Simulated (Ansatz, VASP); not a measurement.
# GaP in VASP and in Ansatz

File POSCAR:

```
GaP
1.0
    0.0000000000      2.7252500000      2.7252500000
    2.6571187500      0.0000000000      2.7252500000
    2.6571187500      2.7252500000      0.0000000000
Ga P
1 1
Direct
    0.0000000000      0.0000000000      0.0000000000
    0.7500000000      0.7500000000      0.7500000000
```

INCAR.step1

```
PREC = Accurate ; ENCUT = 520
ISMEAR = 0 ; SIGMA = 0.05
LREAL = F ; LASPH = T
NELM = 60 ; NBANDS = 16
GGA = PE ; ALGO = Normal
EDIFF = 1E-4 ; LWAVE = T
LCHARG = F
```

File INCAR.step2:

```
PREC = Accurate ; ENCUT = 520
EDIFF = 1E-7 ; ISMEAR = 0
SIGMA = 0.05 ; LREAL = F
LASPH = T ; NELM = 60
ALGO = Normal ; ISIF = 2
LWAVE = F ; LCHARG = F
METAGGA = R2SCAN ; LMIXTAU = T
NBANDS = 16 ; ISTART = 1
```

Contents of KPOINTS:

```
Automatic mesh
0
Gamma
  8 8 8
```

Input for Ansatz:

```yaml
crystal:
  lattice:
    - [0.0, 2.72525, 2.72525]
    - [2.65711875, 0.0, 2.72525]
    - [2.65711875, 2.72525, 0.0]
  atoms:
    - { symbol: Ga, position: [0.0, 0.0, 0.0] }
    - { symbol: P, position: [0.75, 0.75, 0.75] }
basis:
  ecutwfc: 500
kpoints:
  mp_grid: { grid: [8, 8, 8] }
hamiltonian:
  xc: r2scan
scf:
  occupations: { method: gaussian, width: 0.05 }
output:
  forces: true
  stress: true
  eigenvalues: true
  write_density: true
  write_potential: true
  elf: true
  volumetric_format: npy
```

Change from the starting cell: strain -0.0250 x Voigt [1, 0, 0, 0, 0, 0], atoms carried along.

Alike in both runs: task single point; functional r2SCAN; k mesh 8 × 8 × 8; occupations gaussian, width 0.05 eV; no spin polarisation.

|  | VASP | Ansatz |
| --- | --- | --- |
| version | VASP 6.6.1 | Ansatz 0.2.0 |
| potentials or method | VASP PAW PBE potentials, release 64 (Ga_d, P), cutoff 520 eV | scalar-relativistic, plane waves, PAW |
| valence electrons in the cell | 18 | 18 |

|  | VASP | Ansatz | Ansatz less VASP |
| --- | --- | --- | --- |
| gap on the k mesh at the Fermi level (eV) | 1.60 | 1.59 | -0.007 |
| least direct gap on the mesh (eV) | 2.47 | 2.49 | +0.023 |
| pressure (GPa) | 2.3 | 2.4 | +0.06 |
| traceless stress, the component that is largest in VASP (GPa) | 1.33 | 1.32 | -0.007 |

VASP's potentials were made for PBE, not for r2SCAN.
